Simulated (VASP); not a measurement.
# EuS (Fm-3m) in VASP: a series of runs

EuS is run at these levels: LDA+U, PBE+U; tasks: single point.

All numbers are computed with VASP 6.6.1; they aren't measurements. Logs are shortened: lines on timing, memory, paths and dates and some standing lists are left out, and cuts for length are marked.

**The experiment to reproduce.**

From “Crystal-field mediated electronic transitions of EuS up to 35 GPa”, 2022, pmc:8786971, for a powder of EuS at 300 K: band gap 1.72 eV (optical).

The runs below are set against these values where they give the same quantity.

## (1) The cell of the first run

It takes space group Fm-3m (No. 225, cubic). Conventional cell: a = 5.957 Å, b = 5.957 Å, c = 5.957 Å, α = 90.00°, β = 90.00°, γ = 90.00°. Within 3.9 Å of Eu (site symmetry m-3m) lie 6 S at 2.98 Å. S (site symmetry m-3m) has 6 Eu at 2.98 Å within 3.9 Å.

## (2) Single point, LDA+U, collinear spin, ferromagnetic start

INCAR

```
SYSTEM = EuS
PREC = Accurate ; ENCUT = 600
EDIFF = 1E-6 ; ISMEAR = -1
SIGMA = 0.05 ; LREAL = .False.
LASPH = .True. ; NELM = 200
ALGO = Normal ; ISIF = 2
LWAVE = .False. ; LCHARG = .True.
ISPIN = 2 ; MAGMOM = 7 0
LORBIT = 11 ; LMAXMIX = 6
LDAU = .True. ; LDAUTYPE = 2
LDAUL = 3 -1 ; LDAUU = 4 0
LDAUJ = 0 0 ; LDAUPRINT = 1
GGA = CA ; LELF = .True.
LVHAR = .True. ; NBANDS = 22
GGA_COMPAT = .False.
```

KPOINTS

```
regular mesh
0
Gamma
  8 8 8
  0 0 0
```

POSCAR

```
EuS
1.0
    0.0000000000      2.9785000000      2.9785000000
    2.9785000000      0.0000000000      2.9785000000
    2.9785000000      2.9785000000      0.0000000000
Eu S
1 1
Direct
    0.0000000000      0.0000000000      0.0000000000
    0.5000000000      0.5000000000      0.5000000000
```

Potentials or basis: VASP PAW PBE potentials, release 64 (Eu, S).

Started as:

```console
cat potpaw_PBE.64/Eu/POTCAR potpaw_PBE.64/S/POTCAR > POTCAR
mpirun -np 1 vasp_std > vasp.out
```

OUTCAR:

```text
SYSTEM = EuS
   PREC = Accurate
   ENCUT = 600
   EDIFF = 1E-6
   ISMEAR = -1
   LREAL = .False.
   LASPH = .True.
   NELM = 200
   ISIF = 2
   ISPIN = 2
   LORBIT = 11
   GGA = CA

 ion  position               nearest neighbor table
   1  0.000  0.000  0.000-   2 2.98   2 2.98   2 2.98   2 2.98   2 2.98   2 2.98
   2  0.500  0.500  0.500-   1 2.98   1 2.98   1 2.98   1 2.98   1 2.98   1 2.98

  LATTYP: Found a face centered cubic cell.
 ALAT       =     5.9570000000

  Lattice vectors:

 A1 = (   0.0000000000,   2.9785000000,   2.9785000000)
 A2 = (   2.9785000000,   0.0000000000,   2.9785000000)
 A3 = (   2.9785000000,   2.9785000000,   0.0000000000)

Analysis of symmetry for initial positions (statically):
=====================================================================
 Subroutine PRICEL returns:
 Original cell was already a primitive cell.

 Routine SETGRP: Setting up the symmetry group for a
 face centered cubic supercell.

 Subroutine GETGRP returns: Found 48 space group operations
 (whereof 48 operations were pure point group operations)
 out of a pool of 48 trial point group operations.

The static configuration has the point symmetry O_h .

Analysis of symmetry for dynamics (positions and initial velocities):
=====================================================================
 Subroutine PRICEL returns:
 Original cell was already a primitive cell.

 Routine SETGRP: Setting up the symmetry group for a
 face centered cubic supercell.

 Subroutine GETGRP returns: Found 48 space group operations
 (whereof 48 operations were pure point group operations)
 out of a pool of 48 trial point group operations.

The dynamic configuration has the point symmetry O_h .

Analysis of structural, dynamic, and magnetic symmetry:
=====================================================================
 Subroutine PRICEL returns:
 Original cell was already a primitive cell.

 Routine SETGRP: Setting up the symmetry group for a
 face centered cubic supercell.

 Subroutine GETGRP returns: Found 48 space group operations
 (whereof 48 operations were pure point group operations)
 out of a pool of 48 trial point group operations.

The overall configuration has the point symmetry O_h .

 Subroutine INISYM returns: Found 48 space group operations
 (whereof 48 operations are pure point group operations),
 and found     1 'primitive' translations

----------------------------------------------------------------------------------------

                                     Primitive cell

  volume of cell :      52.8473

  direct lattice vectors                    reciprocal lattice vectors
     0.000000000  2.978500000  2.978500000    -0.167869733  0.167869733  0.167869733
     2.978500000  0.000000000  2.978500000     0.167869733 -0.167869733  0.167869733
     2.978500000  2.978500000  0.000000000     0.167869733  0.167869733 -0.167869733

[... 114 lines left out ...]
   AEXX    =    0.0000 exact exchange contribution
   IVDW    =     0    specifies the selected vdW correction
   LEPSILON=     F    determine dielectric tensor
   LRPA    =     F    only Hartree local field effects (RPA)
 spin polarized calculation
  energy-cutoff  :      600.00
  volume of cell :       52.85
 maximum number of plane-waves:      1807
 NGX is ok and might be reduce to    36
   NGX = 17   NGY = 17   NGZ = 17

atom =   1  type =  1  l = 3

 onsite density matrix

spin component  1

  0.9662  0.0000 -0.0033  0.0000  0.0000 -0.0000  0.0000
  0.0000  0.9693 -0.0000  0.0000  0.0000 -0.0000 -0.0000
 -0.0033 -0.0000  0.9679 -0.0000 -0.0000 -0.0000  0.0000
  0.0000  0.0000 -0.0000  0.9637 -0.0000 -0.0000 -0.0000
  0.0000  0.0000 -0.0000 -0.0000  0.9679  0.0000  0.0033
 -0.0000 -0.0000 -0.0000 -0.0000  0.0000  0.9705 -0.0000
  0.0000 -0.0000  0.0000 -0.0000  0.0033 -0.0000  0.9662

spin component  2

  0.0022 -0.0000  0.0010  0.0000 -0.0000  0.0000 -0.0000
 -0.0000  0.0000  0.0000  0.0000  0.0000 -0.0000  0.0000
  0.0010  0.0000  0.0016  0.0000  0.0000  0.0000  0.0000
  0.0000  0.0000  0.0000  0.0030  0.0000  0.0000  0.0000
 -0.0000  0.0000  0.0000  0.0000  0.0016 -0.0000 -0.0010
  0.0000 -0.0000  0.0000  0.0000 -0.0000  0.0009  0.0000
 -0.0000  0.0000  0.0000  0.0000 -0.0010  0.0000  0.0022

 occupancies and eigenvectors

  o =  0.0000  v =  0.0000  0.0000  0.0000  0.0000  0.0000  0.0000  0.0000  0.0000  1.0000 -0.0000 -0.0000 -0.0000 -0.0000 -0.0000      0.0000  0.0000  0.0000  0.0000  0.0000  0.0000  0.0000  0.0000  0.0000  0.0000  0.0000  0.0000  0.0000  0.0000
  o =  0.0009  v =  0.0000  0.0000  0.0000  0.0000  0.0000  0.0000  0.0000 -0.0001  0.0000  0.0001  0.0000 -0.0001 -1.0000 -0.0000      0.0000  0.0000  0.0000  0.0000  0.0000  0.0000  0.0000  0.0000  0.0000  0.0000  0.0000  0.0000  0.0000  0.0000
  o =  0.0009  v =  0.0000  0.0000  0.0000  0.0000  0.0000  0.0000  0.0000  0.1131  0.0000 -0.1460 -0.0000  0.7770 -0.0001  0.6018      0.0000  0.0000  0.0000  0.0000  0.0000  0.0000  0.0000  0.0000  0.0000  0.0000  0.0000  0.0000  0.0000  0.0000
  o =  0.0009  v =  0.0000  0.0000  0.0000  0.0000  0.0000  0.0000  0.0000 -0.6018  0.0000  0.7770 -0.0000  0.1460  0.0001  0.1131      0.0000  0.0000  0.0000  0.0000  0.0000  0.0000  0.0000  0.0000  0.0000  0.0000  0.0000  0.0000  0.0000  0.0000
  o =  0.0030  v =  0.0000  0.0000  0.0000  0.0000  0.0000  0.0000  0.0000 -0.0010  0.0000 -0.0008 -0.0013 -0.6124  0.0000  0.7906      0.0000  0.0000  0.0000  0.0000  0.0000  0.0000  0.0000  0.0000  0.0000  0.0000  0.0000  0.0000  0.0000  0.0000
  o =  0.0030  v =  0.0000  0.0000  0.0000  0.0000  0.0000  0.0000  0.0000  0.7906 -0.0000  0.6124 -0.0024 -0.0008  0.0000  0.0010      0.0000  0.0000  0.0000  0.0000  0.0000  0.0000  0.0000  0.0000  0.0000  0.0000  0.0000  0.0000  0.0000  0.0000
  o =  0.0030  v =  0.0000  0.0000  0.0000  0.0000  0.0000  0.0000  0.0000  0.0019  0.0000  0.0015  1.0000 -0.0008  0.0000  0.0010      0.0000  0.0000  0.0000  0.0000  0.0000  0.0000  0.0000  0.0000  0.0000  0.0000  0.0000  0.0000  0.0000  0.0000
  o =  0.9637  v =  0.7906 -0.0000  0.6124  0.0007  0.0001  0.0000 -0.0002  0.0000  0.0000  0.0000  0.0000  0.0000  0.0000  0.0000      0.0000  0.0000  0.0000  0.0000  0.0000  0.0000  0.0000  0.0000  0.0000  0.0000  0.0000  0.0000  0.0000  0.0000
  o =  0.9637  v =  0.0006  0.0000  0.0004 -0.9995  0.0194 -0.0000 -0.0250  0.0000  0.0000  0.0000  0.0000  0.0000  0.0000  0.0000      0.0000  0.0000  0.0000  0.0000  0.0000  0.0000  0.0000  0.0000  0.0000  0.0000  0.0000  0.0000  0.0000  0.0000
  o =  0.9637  v =  0.0002  0.0000  0.0001 -0.0317 -0.6121  0.0000  0.7902  0.0000  0.0000  0.0000  0.0000  0.0000  0.0000  0.0000      0.0000  0.0000  0.0000  0.0000  0.0000  0.0000  0.0000  0.0000  0.0000  0.0000  0.0000  0.0000  0.0000  0.0000
  o =  0.9693  v = -0.0000 -1.0000  0.0000 -0.0000  0.0000  0.0000  0.0000  0.0000  0.0000  0.0000  0.0000  0.0000  0.0000  0.0000      0.0000  0.0000  0.0000  0.0000  0.0000  0.0000  0.0000  0.0000  0.0000  0.0000  0.0000  0.0000  0.0000  0.0000
  o =  0.9705  v = -0.6124  0.0000  0.7906 -0.0000  0.0002  0.0004  0.0001  0.0000  0.0000  0.0000  0.0000  0.0000  0.0000  0.0000      0.0000  0.0000  0.0000  0.0000  0.0000  0.0000  0.0000  0.0000  0.0000  0.0000  0.0000  0.0000  0.0000  0.0000
  o =  0.9705  v =  0.0002  0.0000 -0.0002 -0.0000 -0.2889  0.9308 -0.2238  0.0000  0.0000  0.0000  0.0000  0.0000  0.0000  0.0000      0.0000  0.0000  0.0000  0.0000  0.0000  0.0000  0.0000  0.0000  0.0000  0.0000  0.0000  0.0000  0.0000  0.0000
  o =  0.9705  v = -0.0002 -0.0000  0.0003 -0.0000 -0.7359 -0.3655 -0.5700  0.0000  0.0000  0.0000  0.0000  0.0000  0.0000  0.0000      0.0000  0.0000  0.0000  0.0000  0.0000  0.0000  0.0000  0.0000  0.0000  0.0000  0.0000  0.0000  0.0000  0.0000

 number of electron      22.9999997 magnetization       6.9998557

 Free energy of the ion-electron system (eV)
  ---------------------------------------------------
  ext. energy  EPLUGINS =         0.00000000
  ---------------------------------------------------
  free energy    TOTEN  =       -19.94982544 eV

  energy without entropy =      -19.94767731  energy(sigma->0) =      -19.94875137

 E-fermi :   3.4140     XC(G=0):  -9.9621

 val. band max:        3.3008121093   @ k =   0.1250   0.1250   0.0000
 cond. band min:       3.4172115009   @ k =   0.0000   0.0000   0.0000
 fundamental gap:      0.1163993916
 Fermi energy:         3.4139801752

 spin component 1

 k-point     1 :       0.0000    0.0000    0.0000
  band No.  band energies     occupation
      1     -36.6210      1.00000
      2     -15.5999      1.00000
      3     -15.5999      1.00000
      4     -15.5999      1.00000
      5      -9.3777      1.00000
      6       1.1299      1.00000
[... 1193 lines left out ...]
     21      11.8008      0.00000
     22      12.0181      0.00000

 [... further k-points ...]

------------------------ aborting loop because EDIFF is reached ----------------------------------------

  FORCE on cell =-STRESS in cart. coord.  units (eV):
  Direction    XX          YY          ZZ          XY          YZ          ZX
  --------------------------------------------------------------------------------------
  -------------------------------------------------------------------------------------
  Total       -1.5675193     -1.5675193     -1.5675193      0.0000000      0.0000000     -0.0000000
  in kB      -47.5226510    -47.5226510    -47.5226510      0.0000000      0.0000000     -0.0000000
  external PRESSURE =     -47.5226510 kB  Pullay stress =       0.0000000 kB

 VOLUME and BASIS-vectors are now :
 -----------------------------------------------------------------------------
  energy-cutoff  :      600.00
  volume of cell :       52.85
      direct lattice vectors                 reciprocal lattice vectors
     0.000000000  2.978500000  2.978500000    -0.167869733  0.167869733  0.167869733
     2.978500000  0.000000000  2.978500000     0.167869733 -0.167869733  0.167869733
     2.978500000  2.978500000  0.000000000     0.167869733  0.167869733 -0.167869733

 POSITION                                       TOTAL-FORCE (eV/Angst)
 -----------------------------------------------------------------------------------
      0.00000      0.00000      0.00000        -0.000000      0.000000      0.000000
      2.97850      2.97850      2.97850         0.000000     -0.000000     -0.000000
 -----------------------------------------------------------------------------------
    total drift:                                0.000000      0.000000      0.000000

  FREE ENERGIE OF THE ION-ELECTRON SYSTEM (eV)
  ---------------------------------------------------
  free  energy   TOTEN  =       -19.9498254401 eV

  energy  without entropy=      -19.9476773095  energy(sigma->0) =      -19.94875137

 total charge

# of ion       s       p       d       f       tot
--------------------------------------------------
    1        2.022   5.717   0.269   6.775  14.783
    2        1.308   2.402   0.000   0.000   3.710
--------------------------------------------------
tot          3.330   8.118   0.269   6.775  18.493

 magnetization (x)

# of ion       s       p       d       f       tot
--------------------------------------------------
    1       -0.010  -0.090   0.054   6.754   6.708
    2       -0.006  -0.052   0.000   0.000  -0.057
--------------------------------------------------
tot         -0.016  -0.142   0.054   6.754   6.651
```

It took 60 s on 1 thread of Intel Xeon 6975P-C (Granite Rapids), shared host; peak memory 0.23 GiB.

Results:

* Free energy: -19.9498 eV
* Pressure: -4.8 GPa
* Band gap on the k mesh: zero (filled and empty bands overlap)
* Net moment: 7.00 μB per cell
* Site moments: Eu +6.71; S -0.06 μB
* Valence electrons inside the program's atomic spheres: Eu 14.78; S 3.71

Levels at points of the mesh, in eV from the Fermi level:
Spin up:
| k point | band 11 | band 12 | band 13 | band 14 | band 15 | band 16 | band 17 | band 18 | band 19 | band 20 |
| --- | --- | --- | --- | --- | --- | --- | --- | --- | --- | --- |
| (0.00, 0.00, 0.00) | -0.46 | -0.46 | 0.00 | 0.00 | 0.00 | 1.39 | 1.72 | 1.72 | 1.72 | 2.62 |
| (0.50, 0.00, 0.00) | -0.58 | -0.48 | -0.48 | -0.46 | -0.46 | 3.54 | 3.91 | 4.36 | 4.36 | 7.32 |
| (0.50, 0.50, 0.00) | -0.51 | -0.51 | -0.48 | -0.22 | -0.22 | -0.21 | 3.80 | 3.81 | 5.23 | 5.45 |
Spin down:
| k point | band 5 | band 6 | band 7 | band 8 | band 9 | band 10 | band 11 | band 12 |
| --- | --- | --- | --- | --- | --- | --- | --- | --- |
| (0.00, 0.00, 0.00) | -12.77 | -1.92 | -1.92 | -1.92 | 1.76 | 2.30 | 2.30 | 2.30 |
| (0.50, 0.00, 0.00) | -11.74 | -4.59 | -3.13 | -3.13 | 3.56 | 4.51 | 5.23 | 5.23 |
| (0.50, 0.50, 0.00) | -12.42 | -3.11 | -2.29 | -2.29 | 0.25 | 4.34 | 4.59 | 6.09 |

Eigenvalues of the final occupation matrices:
| site | spin | trace | eigenvalues |
| --- | --- | --- | --- |
| site 1 f | 1 | 6.77 | 0.96 0.96 0.96 0.97 0.97 0.97 0.97 |
| site 1 f | 2 | 0.01 | 0.00 0.00 0.00 0.00 0.00 0.00 0.00 |

Caveat: the cell stands under tension; the PAW data sets were made with another functional, which shifts forces and pressure a little; spin-orbit coupling is left out, which moves the levels of the heavy elements; a cell with one magnetic atom can't hold antiferromagnetic order, which such compounds often take. The state reached can hang on the start; a lower one may exist.

## (3) Single point, PBE+U, collinear spin, ferromagnetic start

This run uses another cell than the first one, of 26.51 Å³/atom.

INCAR

```
SYSTEM = EuS
PREC     = Accurate       ! precision mode
ENCUT    = 600            ! plane-wave cutoff, eV
EDIFF    = 1E-6           ! SCF threshold, eV
ISMEAR   = -1             ! smearing method
SIGMA    = 0.05           ! smearing width, eV
LREAL    = .False.        ! projectors in reciprocal space
LASPH    = .True.         ! aspherical terms in the spheres
NELM     = 200            ! most SCF steps
ALGO     = Normal         ! electronic algorithm
ISIF     = 2              ! what is computed and relaxed
LWAVE    = .False.        ! write WAVECAR
LCHARG   = .False.        ! write CHGCAR
ISPIN    = 2              ! spin polarisation
MAGMOM   = 7 0            ! initial moments
LORBIT   = 11             ! projections on sites
LMAXMIX  = 6              ! l up to which the mixer works
LDAU     = .True.         ! DFT+U
LDAUTYPE = 2            
LDAUL    = 3 -1           ! shell
LDAUU    = 4 0            ! U, eV
LDAUJ    = 0 0          
LDAUPRINT= 1            
GGA      = PE             ! functional
NBANDS   = 22             ! bands
GGA_COMPAT= .False.
```

KPOINTS is that of step 2.

POSCAR

```
EuS
1.0
    0.0000000000      2.9816202861      2.9816202861
    2.9816202861      0.0000000000      2.9816202861
    2.9816202861      2.9816202861      0.0000000000
Eu S
1 1
Direct
    0.0000000000      0.0000000000      0.0000000000
    0.5000000000      0.5000000000      0.5000000000
```

Potentials or basis: VASP PAW PBE potentials, release 64 (Eu, S).

Started as:

```console
cat potpaw_PBE.64/Eu/POTCAR potpaw_PBE.64/S/POTCAR > POTCAR
mpirun -np 1 vasp_std > vasp.out
```

It took 70 s on 1 thread of Intel Xeon 6975P-C (Granite Rapids), shared host; peak memory 0.28 GiB.

It converged, with:

```
Free energy                                           : -19.3403 eV
Pressure                                              : -0.1 GPa
Band gap on the k mesh                                : zero (filled and empty bands overlap)
Net moment                                            : 7.00 μB per cell
Site moments                                          : Eu +6.69; S -0.07 μB
Valence electrons inside the program's atomic spheres : Eu 14.85; S 3.76
```

Levels at points of the mesh, in eV from the Fermi level:
Spin up:
```tsv
k point	band 12	band 13	band 14	band 15	band 16	band 17	band 18	band 19
(0.00, 0.00, 0.00)	-0.47	-0.03	-0.03	-0.03	1.48	1.80	1.80	1.80
(0.50, 0.00, 0.00)	-0.50	-0.50	-0.47	-0.47	3.57	3.96	4.43	4.43
(0.50, 0.50, 0.00)	-0.52	-0.49	-0.24	-0.24	-0.12	3.83	3.90	5.27
```
Spin down:
| k point | band 5 | band 6 | band 7 | band 8 | band 9 | band 10 | band 11 | band 12 |
| --- | --- | --- | --- | --- | --- | --- | --- | --- |
| (0.00, 0.00, 0.00) | -12.90 | -2.01 | -2.01 | -2.01 | 1.97 | 2.48 | 2.48 | 2.48 |
| (0.50, 0.00, 0.00) | -11.89 | -4.57 | -3.17 | -3.17 | 3.70 | 4.68 | 5.43 | 5.43 |
| (0.50, 0.50, 0.00) | -12.56 | -3.16 | -2.37 | -2.37 | 0.44 | 4.53 | 4.69 | 6.21 |

Eigenvalues of the final occupation matrices:
```csv
site,spin,trace,eigenvalues
site 1 f,1,6.79,0.97 0.97 0.97 0.97 0.97 0.97 0.97
site 1 f,2,0.01,0.00 0.00 0.00 0.00 0.00 0.00 0.00
```

Caveat: spin-orbit coupling is left out, which moves the levels of the heavy elements; a cell with one magnetic atom can't hold antiferromagnetic order, which such compounds often take.

## (4) How close it comes

Step 3. Against the measured gap of EuS, 1.72 eV (optical; 300 K; powder; “Crystal-field mediated electronic transitions of EuS up to 35 GPa”, 2022, pmc:8786971), the calculated 0.00 eV is off by -1.72 eV. So large a miss can be the level of theory's own, or it may mean another phase, state or a wrong row. Spin-orbit coupling on Eu is left out. The value is that of PBE+U on a finite k mesh, which can miss the band edges, without temperature or zero-point motion. The run's magnetic order (collinear spin, ferromagnetic start) needn't be the measured crystal's.
